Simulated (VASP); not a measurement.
# Ru (P6_3/mmc) in VASP: notebook

Ru is run at these levels: PBEsol; tasks: single point.

Program: VASP 6.6.1. These are calculated values, not measurements. Logs are shortened: lines on timing, memory, paths and dates and some standing lists are left out, and cuts for length are marked.

### 1 The cell of the first run

The structure is hexagonal, space group P6_3/mmc (No. 194). Conventional cell: a = 2.622 Å, b = 2.622 Å, c = 4.358 Å, α = 90.00°, β = 90.00°, γ = 120.00°. Within 3.5 Å of Ru (site symmetry -6m2) lie 12 Ru at 2.62 to 2.65 Å.

### 2 Single point, PBEsol (strain -0.025 along x and y, +0.025 along z)

Input file INCAR:

```
SYSTEM = Ru
ALGO     = Fast           ! electronic algorithm
EDIFF    = 1E-7           ! SCF threshold, eV
ENCUT    = 520            ! plane-wave cutoff, eV
GGA      = PS             ! functional
ISIF     = 2              ! what is computed and relaxed
ISMEAR   = 0              ! smearing method
LASPH    = .True.         ! aspherical terms in the spheres
LCHARG   = .False.        ! write CHGCAR
LREAL    = .False.        ! projectors in reciprocal space
LWAVE    = .False.        ! write WAVECAR
NBANDS   = 21             ! bands
NELM     = 100            ! most SCF steps
PREC     = Accurate       ! precision mode
SIGMA    = 0.15           ! smearing width, eV
```

Input file KPOINTS:

```
k-points
0
Gamma
  24 24 14
  0 0 0
```

Input file POSCAR:

```
Ru
1.0
    2.6222858996      0.0000000000      0.0000000000
   -1.3111429498      2.2709662050      0.0000000000
    0.0000000000      0.0000000000      4.3582189746
Ru
2
Direct
    0.3333333333      0.6666666667      0.2500000000
    0.6666666667      0.3333333333      0.7500000000
```

Potentials or basis: VASP PAW PBE potentials, release 64 (Ru_pv).

Command:

```sh
> cat potpaw_PBE.64/Ru_pv/POTCAR > POTCAR
> mpirun -np 1 vasp_std > vasp.out
```

OUTCAR:

```text
SYSTEM = Ru
   EDIFF = 1E-7
   ENCUT = 520
   GGA = PS
   ISIF = 2
   ISMEAR = 0
   LASPH = .True.
   LREAL = .False.
   NELM = 100
   PREC = Accurate

 ion  position               nearest neighbor table
   1  0.333  0.667  0.250-   2 2.65   2 2.65   2 2.65   2 2.65   2 2.65   2 2.65
   2  0.667  0.333  0.750-   1 2.65   1 2.65   1 2.65   1 2.65   1 2.65   1 2.65

  LATTYP: Found a hexagonal cell.
 ALAT       =     2.6222858996
 C/A-ratio  =     1.6619923004

  Lattice vectors:

 A1 = (   2.6222858996,   0.0000000000,   0.0000000000)
 A2 = (  -1.3111429498,   2.2709662050,   0.0000000000)
 A3 = (   0.0000000000,   0.0000000000,   4.3582189746)

Analysis of symmetry for initial positions (statically):
=====================================================================
 Subroutine PRICEL returns:
 Original cell was already a primitive cell.

 Routine SETGRP: Setting up the symmetry group for a
 hexagonal supercell.

 Subroutine GETGRP returns: Found 24 space group operations
 (whereof 12 operations were pure point group operations)
 out of a pool of 24 trial point group operations.

The static configuration has the point symmetry D_3d.
 The point group associated with its full space group is D_6h.

Analysis of symmetry for dynamics (positions and initial velocities):
=====================================================================
 Subroutine PRICEL returns:
 Original cell was already a primitive cell.

 Routine SETGRP: Setting up the symmetry group for a
 hexagonal supercell.

 Subroutine GETGRP returns: Found 24 space group operations
 (whereof 12 operations were pure point group operations)
 out of a pool of 24 trial point group operations.

The dynamic configuration has the point symmetry D_3d.
 The point group associated with its full space group is D_6h.

 Subroutine INISYM returns: Found 24 space group operations
 (whereof 12 operations are pure point group operations),
 and found     1 'primitive' translations

----------------------------------------------------------------------------------------

                                     Primitive cell

  volume of cell :      25.9537

  direct lattice vectors                    reciprocal lattice vectors
     2.622285900  0.000000000  0.000000000     0.381346672  0.220170604  0.000000000
    -1.311142950  2.270966205  0.000000000     0.000000000  0.440341207  0.000000000
     0.000000000  0.000000000  4.358218975     0.000000000  0.000000000  0.229451527

  length of vectors
     2.622285900  2.622285900  4.358218975     0.440341207  0.440341207  0.229451527

  position of ions in fractional coordinates (direct lattice)
     0.333333333  0.666666667  0.250000000
     0.666666667  0.333333333  0.750000000

  ion indices of the primitive-cell ions
   primitive index   ion index
                 1           1
                 2           2

----------------------------------------------------------------------------------------

 KPOINTS: k-points

Automatic generation of k-mesh.
 Grid dimensions read from file:
 generate k-points for:   24   24   14

 Generating k-lattice:

  Cartesian coordinates                     Fractional coordinates (reciprocal lattice)
     0.015889445  0.009173775  0.000000000     0.041666667  0.000000000  0.000000000
     0.000000000  0.018347550  0.000000000     0.000000000  0.041666667  0.000000000
     0.000000000  0.000000000  0.016389395     0.000000000  0.000000000  0.071428571

  Length of vectors
     0.018347550  0.018347550  0.016389395

  Shift w.r.t. Gamma in fractional coordinates (k-lattice)
     0.000000000  0.000000000  0.000000000

 Subroutine IBZKPT returns following result:
 ===========================================

 Found    488 irreducible k-points:

 Following reciprocal coordinates:
            Coordinates               Weight
  0.000000  0.000000  0.000000      1.000000
  0.041667 -0.000000  0.000000      6.000000
  0.083333 -0.000000  0.000000      6.000000
  0.125000  0.000000  0.000000      6.000000
  0.166667 -0.000000  0.000000      6.000000
  0.208333  0.000000  0.000000      6.000000
[... 16 lines left out ...]
  0.416667  0.041667  0.000000     12.000000
  0.458333  0.041667  0.000000     12.000000
 [... further k-points ...]
   k-points           NKPTS =    488   k-points in BZ     NKDIM =    488   number of bands    NBANDS=     21
   number of dos      NEDOS =    301   number of ions     NIONS =      2
   total plane-waves  NPLWV =  12800
   dimension x,y,z NGX =    20 NGY =   20 NGZ =   32
   dimension x,y,z NGXF=    40 NGYF=   40 NGZF=   64
   ions per type =               2
   NGX,Y,Z   is equivalent  to a cutoff of  12.68, 12.68, 12.21 a.u.
   NGXF,Y,Z  is equivalent  to a cutoff of  25.36, 25.36, 24.41 a.u.
 SYSTEM =  Ru
   PREC   = accura    normal or accurate (medium, high low for compatibility)
   ISTART =      0    job   : 0-new  1-cont  2-samecut
   ICHARG =      2    charge: 1-file 2-atom 10-const
   ISPIN  =      1    spin polarized calculation?
   LNONCOLLINEAR =      F non collinear calculations
   LSORBIT =      F    spin-orbit coupling
   LASPH  =      T    aspherical Exc in radial PAW
   ENCUT  =  520.0 eV  38.22 Ry    6.18 a.u.   4.88  4.88  8.10*2*pi/ulx,y,z
   NELM   =    100;   NELMIN=  2; NELMDL= -5     # of ELM steps
   EDIFF  = 0.1E-06   stopping-criterion for ELM
   LREAL  =      F    real-space projection
   EDIFFG = 0.1E-05   stopping-criterion for IOM
   NSW    =      0    number of steps for IOM
   IBRION =     -1    ionic relax: 0-MD 1-quasi-New 2-CG
   NFREE  =      0    steps in history (QN), initial steepest desc. (CG)
   ISIF   =      2    stress and relaxation
   ISYM   =      2    0-nonsym 1-usesym 2-fastsym
   POTIM  = 0.5000    time-step for ionic-motion
   TEBEG  =    0.0;   TEEND  =   0.0 temperature during run
   PSTRESS=    0.0 pullay stress
   NELECT =      28.0000    total number of electrons
   NUPDOWN=      -1.0000    fix difference up-down
   EMIN   =  10.00;   EMAX   =-10.00  energy-range for DOS
   EFERMI =   0.00;   METHOD = LEGACY
   ISMEAR =     0;   SIGMA  =   0.15  broadening in eV -4-tet -1-fermi 0-gaus
   EFERMI_NEDOS =   21; number of points for ismear=-14 and -15
   IALGO  =     68    algorithm
   IMIX   =      4    mixing-type and parameters
     AMIX     =   0.40;   BMIX     =  1.00
     AMIX_MAG =   1.60;   BMIX_MAG =  1.00
  volume/ion in A,a.u.               =      12.98        87.57
  Fermi-wavevector in a.u.,A,eV,Ry     =   1.679040  3.172925 38.357188  2.819174
  Thomas-Fermi vector in A             =   2.763022
   LORBIT       =      0    0 simple, 1 ext, 2 COOP (PROOUT), +10 PAW based schemes
   GGA     = PS    functional components
   LHFCALC =     F    Hartree Fock is set to
   AEXX    =    0.0000 exact exchange contribution
   IVDW    =     0    specifies the selected vdW correction
   LEPSILON=     F    determine dielectric tensor
   LRPA    =     F    only Hartree local field effects (RPA)
 non-spin polarized calculation
 RMM-DIIS sequential band-by-band and
 Gauss-broadening in eV      SIGMA  =   0.15
  energy-cutoff  :      520.00
  volume of cell :       25.95
 maximum number of plane-waves:       720
 NGX is ok and might be reduce to    20
   NGX =  9   NGY =  9   NGZ = 17

 number of electron      28.0000002 magnetization

 Free energy of the ion-electron system (eV)
  ---------------------------------------------------
  ext. energy  EPLUGINS =         0.00000000
  ---------------------------------------------------
  free energy    TOTEN  =       -20.25521059 eV

  energy without entropy =      -20.23796869  energy(sigma->0) =      -20.24658964

 E-fermi :  13.5540     XC(G=0): -14.5626

 val. band max:       13.5479030050   @ k =   0.1667   0.0833   0.3571
 cond. band min:      13.5578969459   @ k =   0.2917   0.2083   0.1429
 fundamental gap:      0.0099939409
 Fermi energy:        13.5540047733

 k-point     1 :       0.0000    0.0000    0.0000
  band No.  band energies     occupation
      1     -30.1569      2.00000
      2     -29.0728      2.00000
      3     -29.0728      2.00000
      4     -28.9604      2.00000
      5     -28.9220      2.00000
      6     -28.9220      2.00000
[... 13 lines left out ...]
     20      23.7837      0.00000
     21      23.8566      0.00000

 k-point     2 :       0.0417   -0.0000    0.0000
  band No.  band energies     occupation
      1     -30.1500      2.00000
      2     -29.0905      2.00000
      3     -29.0782      2.00000
      4     -28.9626      2.00000
      5     -28.9402      2.00000
      6     -28.9248      2.00000
[... 13 lines left out ...]
     20      23.7836      0.00000
     21      23.8529      0.00000

 k-point     3 :       0.0833   -0.0000    0.0000
  band No.  band energies     occupation
      1     -30.1297      2.00000
      2     -29.1422      2.00000
      3     -29.0939      2.00000
      4     -28.9932      2.00000
      5     -28.9693      2.00000
      6     -28.9331      2.00000
[... 13 lines left out ...]
     20      23.7836      0.00000
     21      23.8431      0.00000

 k-point     4 :       0.1250    0.0000    0.0000
  band No.  band energies     occupation
      1     -30.0966      2.00000
      2     -29.2244      2.00000
      3     -29.1185      2.00000
      4     -29.0766      2.00000
      5     -28.9806      2.00000
      6     -28.9467      2.00000
[... 13 lines left out ...]
     20      23.7836      0.00000
     21      23.8303      0.00000

 k-point     5 :       0.1667   -0.0000    0.0000
  band No.  band energies     occupation
      1     -30.0519      2.00000
      2     -29.3312      2.00000
      3     -29.1835      2.00000
      4     -29.1500      2.00000
      5     -28.9967      2.00000
      6     -28.9648      2.00000
[... 13 lines left out ...]
     20      23.7836      0.00000
     21      23.8183      0.00000
[... 382 lines left out ...]
     20      23.7842      0.00000
     21      25.3697      0.00000

 k-point    22 :       0.3750    0.0417    0.0000
  band No.  band energies     occupation
      1     -29.9851      2.00000
      2     -29.8098      2.00000
      3     -29.6964      2.00000
      4     -29.3443      2.00000
      5     -29.1711      2.00000
      6     -29.0957      2.00000
[... 13 lines left out ...]
     20      24.3541      0.00000
     21      24.7155      0.00000

 k-point    23 :       0.4167    0.0417    0.0000
  band No.  band energies     occupation
      1     -30.0496      2.00000
      2     -29.8683      2.00000
      3     -29.6438      2.00000
      4     -29.3632      2.00000
      5     -29.2055      2.00000
      6     -29.1085      2.00000
[... 13 lines left out ...]
     20      24.7954      0.00000
     21      25.0149      0.00000

 k-point    24 :       0.4583    0.0417    0.0000
  band No.  band energies     occupation
      1     -30.0828      2.00000
      2     -29.8985      2.00000
      3     -29.6128      2.00000
      4     -29.3730      2.00000
      5     -29.2272      2.00000
      6     -29.1151      2.00000
[... 13 lines left out ...]
     20      25.3969      0.00000
     21      27.1921      0.00000

 [... further k-points ...]
[... 5 lines left out ...]
  --------------------------------------------------------------------------------------
  -------------------------------------------------------------------------------------
  Total        3.0913138      3.0913138     -1.3198884      0.0000000      0.0000000      0.0000000
  in kB      190.8331933    190.8331933    -81.4794386      0.0000000      0.0000000      0.0000000
  external PRESSURE =     100.0623160 kB  Pullay stress =       0.0000000 kB

 VOLUME and BASIS-vectors are now :
 -----------------------------------------------------------------------------
  energy-cutoff  :      520.00
  volume of cell :       25.95
      direct lattice vectors                 reciprocal lattice vectors
     2.622285900  0.000000000  0.000000000     0.381346672  0.220170604  0.000000000
    -1.311142950  2.270966205  0.000000000     0.000000000  0.440341207  0.000000000
     0.000000000  0.000000000  4.358218975     0.000000000  0.000000000  0.229451527

 POSITION                                       TOTAL-FORCE (eV/Angst)
 -----------------------------------------------------------------------------------
     -0.00000      1.51398      1.08955        -0.000000      0.000000      0.000000
      1.31114      0.75699      3.26866         0.000000     -0.000000      0.000000
 -----------------------------------------------------------------------------------
    total drift:                               -0.000000      0.000000     -0.000000

  FREE ENERGIE OF THE ION-ELECTRON SYSTEM (eV)
  ---------------------------------------------------
  free  energy   TOTEN  =       -20.2552105925 eV

  energy  without entropy=      -20.2379686928  energy(sigma->0) =      -20.24658964
```

It took 5.5 min on 1 thread of Intel Xeon 8259CL, shared host; peak memory 0.31 GiB.

What came out:

```yaml
Free_energy: -20.2552 eV
Pressure: 10.0 GPa
Band_gap_on_the_k_mesh: zero (bands 14 and 15 overlap by 3.42 eV)
```

Stress tensor (GPa, compression positive):
```
19.08  0.00  0.00
 0.00 19.08  0.00
 0.00  0.00 -8.15
```

Caveat: the cell differs from its parent crystal (strain -0.025 along x and y, +0.025 along z); the stress differs along the axes, from -8 to 19 GPa; the PAW data sets were made with another functional, which shifts forces and pressure a little.

(Continued in part 2 of 2.)
